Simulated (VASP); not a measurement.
Set up this calculation in VASP 6.6.1, as the native input.

```yaml
Task: single point
Functional: LDA
Potentials_or_basis: VASP PAW LDA potentials, release 64 (W_sv, S)
Cutoff: 520 eV
k_mesh: 10 × 10 × 2
Occupations: fermi-dirac, width 0.05 eV
Spin: no spin polarisation
Dipole_correction: no
Further_INCAR_settings: ALGO = Normal; EDIFF = 1e-06; NBANDS = 35
```

The structure of WS2 lies in POSCAR:

```
WS2
1.0
    3.1261795035      0.0000000000      0.0000000000
   -1.5630897517      2.7073508668      0.0000000000
    0.0000000000      0.0000000000     23.3330893044
W S
2 4
Direct
    0.6666666667      0.3333333333      0.3696882395
    0.3333333333      0.6666666667      0.6303117605
    0.6666666667      0.3333333333      0.6971664879
    0.3333333333      0.6666666667      0.4366585519
    0.6666666667      0.3333333333      0.5633414481
    0.3333333333      0.6666666667      0.3028335121
```

These files were run (other wordings do the same):

INCAR

```
ALGO = Normal
EDIFF = 1E-6
ENCUT = 520
ISIF = 2
ISMEAR = -1
LASPH = T
LCHARG = F
LREAL = F
LWAVE = F
NBANDS = 35
NELM = 60
PREC = Accurate
SIGMA = 0.05
```

KPOINTS

```
k-points
0
Gamma
  10 10 2
```

Potentials or basis: VASP PAW LDA potentials, release 64 (W_sv, S).

Launch:

```console
$ cat potpaw_LDA.64/W_sv/POTCAR potpaw_LDA.64/S/POTCAR > POTCAR
$ mpirun -np 1 vasp_std > vasp.out
```

Results of the run:

```
Largest force          : 0.049 eV/Å
Band gap on the k mesh : 1.43 eV, indirect (least direct gap 2.29 eV)
```

Caveat: spin-orbit coupling is left out, which moves the levels of the heavy elements.

Run time: 5.8 min on 1 thread of Intel Xeon 8259CL (shared host), peak memory 0.34 GiB.
